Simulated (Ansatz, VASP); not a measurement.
As3Au: VASP beside Ansatz

```
As Au
1.0
    -1.95605    1.95605    5.13687
     1.95605   -1.95605    5.13687
     1.95605    1.95605   -5.13687
As Au
3 1
Direct
  0.50000 0.50000 0.00000
  0.25000 0.75000 0.50000
  0.75000 0.25000 0.50000
  0.00000 0.00000 0.00000
```

Alike in both runs: functional PBE; k mesh 16 × 16 × 16; occupations gaussian, width 0.1 eV; no spin polarisation.

Ansatz relaxed the structure, and its values are those at the end. VASP's run is a single point on that final structure, the one shown.

|  | VASP | Ansatz |
| --- | --- | --- |
| version | VASP 6.6.1 | Ansatz 0.2.0 |
| potentials or method | VASP PAW PBE potentials, release 64 (As, Au), cutoff 520 eV | scalar-relativistic, plane waves, PAW |
| valence electrons in the cell | 26 | 64 |

```tsv
	VASP	Ansatz	Ansatz less VASP
gap on the k mesh at the Fermi level (eV)	none	none	-
pressure (GPa)	0.0	0.0	-0.02
```

A gap of «none» marks a metal or a gap that the smearing closes. With one functional, cell and mesh, what is left measures potentials, basis and numerics. VASP's potentials hold 26 valence electrons a cell and Ansatz's 64, so a difference there can come from the potentials and not from the codes.

Neither program's run includes spin-orbit coupling.
